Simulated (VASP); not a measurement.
# Be: single point with PBE

Crystal: Be.

```
Be
1.0
     0.00000    1.57865    1.57865
     1.57865    0.00000    1.57865
     1.57865    1.57865    0.00000
Be
1
Direct
  0.00000 0.00000 0.00000
```

This isn't the form of Be at room conditions, which is hcp.

```
Program             : VASP 6.6.1
Task                : single point
Functional          : PBE
Potentials or basis : VASP PAW PBE potentials, release 64 (Be)
Cutoff              : 520 eV
k mesh              : 23 × 23 × 23
Occupations         : fermi-dirac, width 0.05 eV
Spin                : no spin polarisation
```

```
Pressure               : 0.1 GPa
Band gap on the k mesh : zero (bands 1 and 2 overlap by 0.65 eV)
```

Levels at points of the mesh, in eV from the Fermi level:
| k point | band 1 | band 2 | band 3 | band 4 | band 5 |
| --- | --- | --- | --- | --- | --- |
| (0.00, 0.00, 0.00) | -11.90 | 19.44 | 19.44 | 19.44 | 29.11 |

It took 10 s on 1 thread of Intel(R) Xeon(R) Platinum 8488C (Sapphire Rapids), on a shared host, peak memory 0.12 GiB.
